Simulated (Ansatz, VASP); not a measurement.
**One calculation of CaAl2Cu2, two programs**

```
Cu Al Ca
1.0
     0.00000    4.07936    0.00000
     4.07936    0.00000    0.00000
     2.03968    2.03968   -4.94803
Cu Al Ca
2 2 1
Cartesian
  4.0794 2.0397 -2.4740
  2.0397 4.0794 -2.4740
  2.0397 2.0397 -1.2756
  4.0794 4.0794 -3.6724
  0.0000 0.0000 0.0000
```

Alike in both runs: task single point; functional r2SCAN; k mesh 9 × 9 × 9; occupations fermi-dirac, width 0.0226 eV; no spin polarisation.

|  | VASP | Ansatz |
| --- | --- | --- |
| version | VASP 6.6.1 | Ansatz 0.2.0 |
| potentials or method | VASP PAW PBE potentials, release 64 (Cu, Al, Ca_sv), cutoff 520 eV | PAW plane waves |
| valence electrons in the cell | 38 | 54 |

Ansatz gave:

```
pressure (GPa)                                                : 8.8
traceless stress, the component that is largest in VASP (GPa) : -0.37
rms of the force components (eV/Å)                            : 0.019
```

**Question.** What did VASP give for the same quantities?

**Answer.** Pressure (GPa): 9.0; traceless stress, the component that is largest in VASP (GPa): -0.49; rms of the force components (eV/Å): 0.017.

VASP's potentials were made for PBE, not for r2SCAN. Atom by atom the forces differ by 0.002 eV/Å (rms over components). With one functional, cell and mesh, what is left measures potentials, basis and numerics. VASP's potentials hold 38 valence electrons a cell and Ansatz's 54, so a difference there can come from the potentials and not from the codes.
